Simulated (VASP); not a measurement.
Write the native input for VASP 6.6.1 that does the following.

```yaml
Task: single point
Functional: PBE
Potentials_or_basis: VASP PAW PBE potentials, release 64 (Al, N)
Cutoff: 520 eV
k_mesh: 9 × 9 × 6
Occupations: gaussian, width 0.05 eV
Spin: no spin polarisation
Dipole_correction: no
Further_INCAR_settings: ALGO = Normal; EDIFF = 1e-07; NBANDS = 16
```

The structure of AlN lies in POSCAR:

```
AlN
1.0
    3.1925000000      0.0000000000      0.0000000000
   -1.5962500000      2.7647861016      0.0000000000
    0.0000000000      0.0000000000      5.4183000000
Al N
2 2
Direct
    0.3333333333      0.6666666667      0.0041486411
    0.6666666667      0.3333333333      0.5041486411
    0.3333333333      0.6666666667      0.3808513589
    0.6666666667      0.3333333333      0.8808513589
```

These files were run (other wordings do the same):

INCAR

```
SYSTEM = AlN
ALGO     = Normal         ! electronic algorithm
EDIFF    = 1E-7           ! SCF threshold, eV
ENCUT    = 520            ! plane-wave cutoff, eV
GGA      = PE             ! functional
ISIF     = 2              ! what is computed and relaxed
ISMEAR   = 0              ! smearing method
LASPH    = .True.         ! aspherical terms in the spheres
LCHARG   = .False.        ! write CHGCAR
LREAL    = .False.        ! projectors in reciprocal space
LWAVE    = .False.        ! write WAVECAR
NBANDS   = 16             ! bands
NELM     = 60             ! most SCF steps
PREC     = Accurate       ! precision mode
SIGMA    = 0.05           ! smearing width, eV
```

KPOINTS

```
k-points
0
Gamma
  9 9 6
  0 0 0
```

Potentials or basis: VASP PAW PBE potentials, release 64 (Al, N).

Launch:

```bash
$ cat potpaw_PBE.64/Al/POTCAR potpaw_PBE.64/N/POTCAR > POTCAR
$ mpirun -np 1 vasp_std > vasp.out
```

It gave:

| Property | Result |
| --- | --- |
| Pressure | -17.5 GPa |
| Band gap on the k mesh | 3.04 eV, direct |

Run time: 22 s on 1 thread of Intel(R) Xeon(R) Platinum 8259CL CPU @ 2.50GHz (Skylake/Cascade Lake), with other jobs on the host, peak memory 0.16 GiB.
